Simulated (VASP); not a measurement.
# Na (P6_3/mmc) in VASP: a series of runs, part 2 of 2

VASP 6.6.1. The steps go on from the part before.

## 3. Single point, PBEsol

This run uses another cell than the first one, of 37.06 Å³/atom, 1.021 times its volume.

Contents of INCAR:

```
  ALGO = Fast
  EDIFF = 1E-6
  ENCUT = 520
  GGA = PS
  ISIF = 2
  ISMEAR = -1
  LASPH = T
  LCHARG = F
  LREAL = F
  LWAVE = F
  NBANDS = 14
  NELM = 80
  PREC = Accurate
  SIGMA = 0.05
```

Contents of KPOINTS:

```
k-points
0
Gamma
  8 8 5
```

Contents of POSCAR:

```
Na
1.0
    3.7417173590      0.0000000000      0.0000000000
   -1.8708586795      3.2404222867      0.0000000000
    0.0000000000      0.0000000000      6.1126967421
Na
2
Direct
    0.6666666667      0.3333333333      0.7500000000
    0.3333333333      0.6666666667      0.2500000000
```

Potentials or basis: VASP PAW PBE potentials, release 64 (Na_pv).

Launch:

```sh
$ cat potpaw_PBE.64/Na_pv/POTCAR > POTCAR
$ mpirun -np 1 vasp_std > vasp.out
```

OUTCAR:

```text
EDIFF = 1E-6
   ENCUT = 520
   GGA = PS
   ISIF = 2
   ISMEAR = -1
   LASPH = T
   LREAL = F
   NELM = 80
   PREC = Accurate

 ion  position               nearest neighbor table
   1  0.667  0.333  0.750-
   2  0.333  0.667  0.250-

  LATTYP: Found a hexagonal cell.
 ALAT       =     3.7417173590
 C/A-ratio  =     1.6336607380

  Lattice vectors:

 A1 = (   3.7417173590,   0.0000000000,   0.0000000000)
 A2 = (  -1.8708586795,   3.2404222867,   0.0000000000)
 A3 = (   0.0000000000,   0.0000000000,   6.1126967421)

Analysis of symmetry for initial positions (statically):
=====================================================================
 Subroutine PRICEL returns:
 Original cell was already a primitive cell.

 Routine SETGRP: Setting up the symmetry group for a
 hexagonal supercell.

 Subroutine GETGRP returns: Found 24 space group operations
 (whereof 12 operations were pure point group operations)
 out of a pool of 24 trial point group operations.

The static configuration has the point symmetry D_3d.
 The point group associated with its full space group is D_6h.

Analysis of symmetry for dynamics (positions and initial velocities):
=====================================================================
 Subroutine PRICEL returns:
 Original cell was already a primitive cell.

 Routine SETGRP: Setting up the symmetry group for a
 hexagonal supercell.

 Subroutine GETGRP returns: Found 24 space group operations
 (whereof 12 operations were pure point group operations)
 out of a pool of 24 trial point group operations.

The dynamic configuration has the point symmetry D_3d.
 The point group associated with its full space group is D_6h.

 Subroutine INISYM returns: Found 24 space group operations
 (whereof 12 operations are pure point group operations),
 and found     1 'primitive' translations

----------------------------------------------------------------------------------------

                                     Primitive cell

  volume of cell :      74.1149

  direct lattice vectors                    reciprocal lattice vectors
     3.741717359  0.000000000  0.000000000     0.267256958  0.154300877  0.000000000
    -1.870858679  3.240422287  0.000000000     0.000000000  0.308601754  0.000000000
     0.000000000  0.000000000  6.112696742     0.000000000  0.000000000  0.163593916

  length of vectors
     3.741717359  3.741717359  6.112696742     0.308601754  0.308601754  0.163593916

  position of ions in fractional coordinates (direct lattice)
     0.666666667  0.333333333  0.750000000
     0.333333333  0.666666667  0.250000000

  ion indices of the primitive-cell ions
   primitive index   ion index
                 1           1
                 2           2

----------------------------------------------------------------------------------------

 KPOINTS: k-points

Automatic generation of k-mesh.
 Grid dimensions read from file:
 generate k-points for:    8    8    5

 Generating k-lattice:

  Cartesian coordinates                     Fractional coordinates (reciprocal lattice)
     0.033407120  0.019287610  0.000000000     0.125000000  0.000000000  0.000000000
     0.000000000  0.038575219  0.000000000     0.000000000  0.125000000  0.000000000
     0.000000000  0.000000000  0.032718783     0.000000000  0.000000000  0.200000000

  Length of vectors
     0.038575219  0.038575219  0.032718783

  Shift w.r.t. Gamma in fractional coordinates (k-lattice)
     0.000000000  0.000000000  0.000000000

 Subroutine IBZKPT returns following result:
 ===========================================

 Found     30 irreducible k-points:

 Following reciprocal coordinates:
            Coordinates               Weight
  0.000000  0.000000  0.000000      1.000000
  0.125000  0.000000  0.000000      6.000000
  0.250000  0.000000  0.000000      6.000000
  0.375000  0.000000  0.000000      6.000000
  0.500000  0.000000  0.000000      3.000000
  0.125000  0.125000  0.000000      6.000000
[... 16 lines left out ...]
  0.250000  0.000000  0.400000     12.000000
  0.375000  0.000000  0.400000     12.000000
 [... further k-points ...]
   k-points           NKPTS =     30   k-points in BZ     NKDIM =     30   number of bands    NBANDS=     14
   number of dos      NEDOS =    301   number of ions     NIONS =      2
   total plane-waves  NPLWV =  37632
   dimension x,y,z NGX =    28 NGY =   28 NGZ =   48
   dimension x,y,z NGXF=    56 NGYF=   56 NGZF=   96
   ions per type =               2
   NGX,Y,Z   is equivalent  to a cutoff of  12.44, 12.44, 13.05 a.u.
   NGXF,Y,Z  is equivalent  to a cutoff of  24.88, 24.88, 26.11 a.u.
 SYSTEM =  unknown system
   PREC   = accura    normal or accurate (medium, high low for compatibility)
   ISTART =      0    job   : 0-new  1-cont  2-samecut
   ICHARG =      2    charge: 1-file 2-atom 10-const
   ISPIN  =      1    spin polarized calculation?
   LNONCOLLINEAR =      F non collinear calculations
   LSORBIT =      F    spin-orbit coupling
   LASPH  =      T    aspherical Exc in radial PAW
   ENCUT  =  520.0 eV  38.22 Ry    6.18 a.u.   6.96  6.96 11.37*2*pi/ulx,y,z
   NELM   =     80;   NELMIN=  2; NELMDL= -5     # of ELM steps
   EDIFF  = 0.1E-05   stopping-criterion for ELM
   LREAL  =      F    real-space projection
   EDIFFG = 0.1E-04   stopping-criterion for IOM
   NSW    =      0    number of steps for IOM
   IBRION =     -1    ionic relax: 0-MD 1-quasi-New 2-CG
   NFREE  =      0    steps in history (QN), initial steepest desc. (CG)
   ISIF   =      2    stress and relaxation
   ISYM   =      2    0-nonsym 1-usesym 2-fastsym
   POTIM  = 0.5000    time-step for ionic-motion
   TEBEG  =    0.0;   TEEND  =   0.0 temperature during run
   PSTRESS=    0.0 pullay stress
   NELECT =      14.0000    total number of electrons
   NUPDOWN=      -1.0000    fix difference up-down
   EMIN   =  10.00;   EMAX   =-10.00  energy-range for DOS
   EFERMI =   0.00;   METHOD = LEGACY
   ISMEAR =    -1;   SIGMA  =   0.05  broadening in eV -4-tet -1-fermi 0-gaus
   EFERMI_NEDOS =   21; number of points for ismear=-14 and -15
   IALGO  =     68    algorithm
   IMIX   =      4    mixing-type and parameters
     AMIX     =   0.40;   BMIX     =  1.00
     AMIX_MAG =   1.60;   BMIX_MAG =  1.00
  volume/ion in A,a.u.               =      37.06       250.08
  Fermi-wavevector in a.u.,A,eV,Ry     =   0.939325  1.775066 12.004838  0.882331
  Thomas-Fermi vector in A             =   2.066625
   LORBIT       =      0    0 simple, 1 ext, 2 COOP (PROOUT), +10 PAW based schemes
   GGA     = PS    functional components
   LHFCALC =     F    Hartree Fock is set to
   AEXX    =    0.0000 exact exchange contribution
   IVDW    =     0    specifies the selected vdW correction
   LEPSILON=     F    determine dielectric tensor
   LRPA    =     F    only Hartree local field effects (RPA)
 non-spin polarized calculation
 RMM-DIIS sequential band-by-band and
  energy-cutoff  :      520.00
  volume of cell :       74.11
 maximum number of plane-waves:      2011
 NGX is ok and might be reduce to    28
   NGX = 13   NGY = 13   NGZ = 23

 number of electron      14.0000001 magnetization

 Free energy of the ion-electron system (eV)
  ---------------------------------------------------
  ext. energy  EPLUGINS =         0.00000000
  ---------------------------------------------------
  free energy    TOTEN  =        -2.79889302 eV

  energy without entropy =       -2.79234156  energy(sigma->0) =       -2.79561729

 E-fermi :   0.2600     XC(G=0):  -6.5016

 val. band max:        0.1083405901   @ k =   0.3750   0.1250   0.2000
 cond. band min:       0.2799218791   @ k =   0.1250   0.1250   0.2000
 fundamental gap:      0.1715812890
 Fermi energy:         0.2599634910

 k-point     1 :       0.0000    0.0000    0.0000
  band No.  band energies     occupation
      1     -24.5094      2.00000
      2     -24.4787      2.00000
      3     -24.4787      2.00000
      4     -24.4739      2.00000
      5     -24.4738      2.00000
      6     -24.4738      2.00000
      7      -2.9732      2.00000
      8       0.8494      0.00002
      9       1.2727      0.00000
     10      10.2890      0.00000
     11      10.2890      0.00000
     12      10.6577      0.00000
     13      10.6577      0.00000
     14      10.7809      0.00000
[... 375 lines left out ...]
 k-point    24 :       0.3750    0.0000    0.4000
  band No.  band energies     occupation
      1     -24.5052      2.00000
      2     -24.5028      2.00000
      3     -24.4860      2.00000
      4     -24.4830      2.00000
      5     -24.4816      2.00000
      6     -24.4807      2.00000
      7      -0.2937      1.99997
      8       0.4878      0.02077
      9       3.1937      0.00000
     10       3.9442      0.00000
     11       6.5671      0.00000
     12       8.1676      0.00000
     13       8.1811      0.00000
     14       8.8625      0.00000

 [... further k-points ...]
[... 5 lines left out ...]
  --------------------------------------------------------------------------------------
  -------------------------------------------------------------------------------------
  Total       -0.0295844     -0.0295844     -0.1433551      0.0000000     -0.0000000      0.0000000
  in kB       -0.6395400     -0.6395400     -3.0989774      0.0000000     -0.0000000      0.0000000
  external PRESSURE =      -1.4593524 kB  Pullay stress =       0.0000000 kB

 VOLUME and BASIS-vectors are now :
 -----------------------------------------------------------------------------
  energy-cutoff  :      520.00
  volume of cell :       74.11
      direct lattice vectors                 reciprocal lattice vectors
     3.741717359  0.000000000  0.000000000     0.267256958  0.154300877  0.000000000
    -1.870858679  3.240422287  0.000000000     0.000000000  0.308601754  0.000000000
     0.000000000  0.000000000  6.112696742     0.000000000  0.000000000  0.163593916

 POSITION                                       TOTAL-FORCE (eV/Angst)
 -----------------------------------------------------------------------------------
      1.87086      1.08014      4.58452        -0.000000     -0.000000      0.000000
     -0.00000      2.16028      1.52817         0.000000      0.000000      0.000000
 -----------------------------------------------------------------------------------
    total drift:                                0.000000     -0.000000      0.000000

  FREE ENERGIE OF THE ION-ELECTRON SYSTEM (eV)
  ---------------------------------------------------
  free  energy   TOTEN  =        -2.7988930177 eV

  energy  without entropy=       -2.7923415601  energy(sigma->0) =       -2.79561729
```

It took 13 s on 1 thread of Intel Xeon 6975P-C (Granite Rapids), shared host; peak memory 0.18 GiB.

What came out:

```
Free energy            : -2.7989 eV
Pressure               : -0.1 GPa
Band gap on the k mesh : zero (band 7 reaches 1.74 eV, above the bottom of band 8 at -1.50 eV)
```

Levels at points of the mesh, in eV from the Fermi level:
| k point | band 5 | band 6 | band 7 | band 8 | band 9 | band 10 |
| --- | --- | --- | --- | --- | --- | --- |
| (0.00, 0.00, 0.00) | -24.73 | -24.73 | -3.23 | 0.59 | 1.01 | 10.03 |
| (0.50, 0.00, 0.00) | -24.74 | -24.74 | 0.28 | 0.41 | 3.89 | 3.92 |

Caveat: the PAW data sets were made with another functional, which shifts forces and pressure a little.

## 4. Single point, PBEsol

This run uses another cell than the first one, of 37.81 Å³/atom, 1.042 times its volume.

Contents of INCAR:

```
SYSTEM = Na
PREC = Accurate
ENCUT = 520
EDIFF = 1E-7
ISMEAR = -1
SIGMA = 0.05
LREAL = .False.
LASPH = .True.
NELM = 60
ALGO = Normal
ISIF = 2
LWAVE = .False.
LCHARG = .True.
GGA = PS
LELF = .True.
LVHAR = .True.
NBANDS = 14
```

Contents of KPOINTS:

```
Automatic mesh
0
Gamma
  8 8 5
  0 0 0
```

Contents of POSCAR:

```
Na
1.0
    3.7670000000      0.0000000000      0.0000000000
   -1.8835000000      3.2623176961      0.0000000000
    0.0000000000      0.0000000000      6.1540000000
Na
2
Direct
    0.6666666667      0.3333333333      0.7500000000
    0.3333333333      0.6666666667      0.2500000000
```

Potentials or basis: VASP PAW PBE potentials, release 64 (Na_pv).

Launch:

```sh
$ cat potpaw_PBE.64/Na_pv/POTCAR > POTCAR
$ mpirun -np 1 vasp_std > vasp.out
```

OUTCAR:

```text
SYSTEM = Na
   PREC = Accurate
   ENCUT = 520
   EDIFF = 1E-7
   ISMEAR = -1
   LREAL = .False.
   LASPH = .True.
   NELM = 60
   ISIF = 2
   GGA = PS

 ion  position               nearest neighbor table
   1  0.667  0.333  0.750-
   2  0.333  0.667  0.250-

  LATTYP: Found a hexagonal cell.
 ALAT       =     3.7670000000
 C/A-ratio  =     1.6336607380

  Lattice vectors:

 A1 = (   3.7670000000,   0.0000000000,   0.0000000000)
 A2 = (  -1.8835000000,   3.2623176961,   0.0000000000)
 A3 = (   0.0000000000,   0.0000000000,   6.1540000000)

Analysis of symmetry for initial positions (statically):
=====================================================================
 Subroutine PRICEL returns:
 Original cell was already a primitive cell.

 Routine SETGRP: Setting up the symmetry group for a
 hexagonal supercell.

 Subroutine GETGRP returns: Found 24 space group operations
 (whereof 12 operations were pure point group operations)
 out of a pool of 24 trial point group operations.

The static configuration has the point symmetry D_3d.
 The point group associated with its full space group is D_6h.

Analysis of symmetry for dynamics (positions and initial velocities):
=====================================================================
 Subroutine PRICEL returns:
 Original cell was already a primitive cell.

 Routine SETGRP: Setting up the symmetry group for a
 hexagonal supercell.

 Subroutine GETGRP returns: Found 24 space group operations
 (whereof 12 operations were pure point group operations)
 out of a pool of 24 trial point group operations.

The dynamic configuration has the point symmetry D_3d.
 The point group associated with its full space group is D_6h.

 Subroutine INISYM returns: Found 24 space group operations
 (whereof 12 operations are pure point group operations),
 and found     1 'primitive' translations

----------------------------------------------------------------------------------------

                                     Primitive cell

[... 114 lines left out ...]
   LORBIT       =      0    0 simple, 1 ext, 2 COOP (PROOUT), +10 PAW based schemes
   GGA     = PS    functional components
   LHFCALC =     F    Hartree Fock is set to
   AEXX    =    0.0000 exact exchange contribution
   IVDW    =     0    specifies the selected vdW correction
   LEPSILON=     F    determine dielectric tensor
   LRPA    =     F    only Hartree local field effects (RPA)
 non-spin polarized calculation
  energy-cutoff  :      520.00
  volume of cell :       75.63
 maximum number of plane-waves:      2059
 NGX is ok and might be reduce to    28
   NGX = 13   NGY = 13   NGZ = 23

 number of electron      14.0000011 magnetization

 Free energy of the ion-electron system (eV)
  ---------------------------------------------------
  ext. energy  EPLUGINS =         0.00000000
  ---------------------------------------------------
  free energy    TOTEN  =        -2.79698090 eV

  energy without entropy =       -2.79031516  energy(sigma->0) =       -2.79364803

 E-fermi :   0.2038     XC(G=0):  -6.4485

 val. band max:        0.0539441132   @ k =   0.3750   0.1250   0.2000
 cond. band min:       0.2235214919   @ k =   0.1250   0.1250   0.2000
 fundamental gap:      0.1695773787
 Fermi energy:         0.2037571708

 k-point     1 :       0.0000    0.0000    0.0000
  band No.  band energies     occupation
      1     -24.5795      2.00000
      2     -24.5511      2.00000
      3     -24.5511      2.00000
      4     -24.5465      2.00000
      5     -24.5465      2.00000
      6     -24.5465      2.00000
      7      -2.9872      2.00000
      8       0.7912      0.00002
      9       1.1961      0.00000
     10      10.1200      0.00000
     11      10.1200      0.00000
     12      10.4640      0.00000
     13      10.4640      0.00000
     14      10.6104      0.00000
[... 377 lines left out ...]
      1     -24.5756      2.00000
      2     -24.5734      2.00000
      3     -24.5578      2.00000
      4     -24.5551      2.00000
      5     -24.5538      2.00000
      6     -24.5529      2.00000
      7      -0.3433      1.99996
      8       0.4288      0.02195
      9       3.1010      0.00000
     10       3.8430      0.00000
     11       6.4377      0.00000
     12       8.0190      0.00000
     13       8.0265      0.00000
     14       8.6948      0.00000

 [... further k-points ...]
[... 5 lines left out ...]
  --------------------------------------------------------------------------------------
  -------------------------------------------------------------------------------------
  Total       -0.0927414     -0.0927414     -0.2048598      0.0000000      0.0000000      0.0000000
  in kB       -1.9647388     -1.9647388     -4.3399819      0.0000000      0.0000000      0.0000000
  external PRESSURE =      -2.7564865 kB  Pullay stress =       0.0000000 kB

 VOLUME and BASIS-vectors are now :
 -----------------------------------------------------------------------------
  energy-cutoff  :      520.00
  volume of cell :       75.63
      direct lattice vectors                 reciprocal lattice vectors
     3.767000000  0.000000000  0.000000000     0.265463233  0.153265269  0.000000000
    -1.883500000  3.262317696  0.000000000     0.000000000  0.306530538  0.000000000
     0.000000000  0.000000000  6.154000000     0.000000000  0.000000000  0.162495938

 POSITION                                       TOTAL-FORCE (eV/Angst)
 -----------------------------------------------------------------------------------
      1.88350      1.08744      4.61550         0.000000     -0.000000      0.000000
     -0.00000      2.17488      1.53850        -0.000000      0.000000      0.000000
 -----------------------------------------------------------------------------------
    total drift:                                0.000000     -0.000000      0.000000

  FREE ENERGIE OF THE ION-ELECTRON SYSTEM (eV)
  ---------------------------------------------------
  free  energy   TOTEN  =        -2.7969809026 eV

  energy  without entropy=       -2.7903151619  energy(sigma->0) =       -2.79364803
```

OSZICAR:

```text
N       E                     dE             d eps       ncg     rms          rms(c)
DAV:   1     0.991954664006E+02    0.99195E+02   -0.74685E+03   840   0.949E+02
DAV:   2     0.120709480466E+01   -0.97988E+02   -0.96990E+02   894   0.274E+02
DAV:   3    -0.274482562189E+01   -0.39519E+01   -0.39490E+01  1080   0.630E+01
DAV:   4    -0.279991664845E+01   -0.55091E-01   -0.55090E-01   954   0.808E+00
DAV:   5    -0.280115429365E+01   -0.12376E-02   -0.12376E-02  1068   0.123E+00    0.327E-01
DAV:   6    -0.279798769879E+01    0.31666E-02   -0.47196E-03  1038   0.106E+00    0.199E-01
DAV:   7    -0.279707108319E+01    0.91662E-03   -0.42505E-03  1050   0.873E-01    0.652E-02
DAV:   8    -0.279698017025E+01    0.90913E-04   -0.46427E-04  1062   0.383E-01    0.406E-03
DAV:   9    -0.279698088415E+01   -0.71390E-06   -0.51488E-06  1056   0.285E-02    0.164E-03
DAV:  10    -0.279698090263E+01   -0.18480E-07   -0.31048E-07  1008   0.835E-03
   1 F= -.27969809E+01 E0= -.27936480E+01  d E =-.666574E-02
```

Run time: 9.4 s. Hardware: 1 thread of Intel Xeon 6975P-C (Granite Rapids), shared host; peak memory 0.18 GiB.

What came out:

```yaml
Free_energy: -2.7970 eV
Pressure: -0.3 GPa
Band_gap_on_the_k_mesh: zero (band 7 reaches 1.67 eV, above the bottom of band 8 at -1.53 eV)
```

Stress tensor (GPa, compression positive):
```
-0.20  0.00  0.00
 0.00 -0.20  0.00
 0.00  0.00 -0.43
```

Caveat: the PAW data sets were made with another functional, which shifts forces and pressure a little.

## 5. The runs side by side

```csv
cell,gap on the mesh (eV),pressure (GPa)
"a = 3.716, b = 3.716, c = 6.071 Å, angles 90.0, 90.0, 120.0°, 2 atoms",none,0.0
"a = 3.742, b = 3.742, c = 6.113 Å, angles 90.0, 90.0, 120.0°, 2 atoms",none,-0.1
"a = 3.767, b = 3.767, c = 6.154 Å, angles 90.0, 90.0, 120.0°, 2 atoms",none,-0.3
```

Alike in all rows: task single point; level PBEsol; potentials or basis VASP PAW PBE potentials, release 64 (Na_pv); no spin polarisation; k mesh 8 × 8 × 5; cutoff (eV) 520; smearing fermi-dirac 0.05 eV.

Caveats: the PAW data sets were made with another functional, which shifts forces and pressure a little.

Total energies depend on the potentials used, so only differences within one code and one set of settings carry meaning.
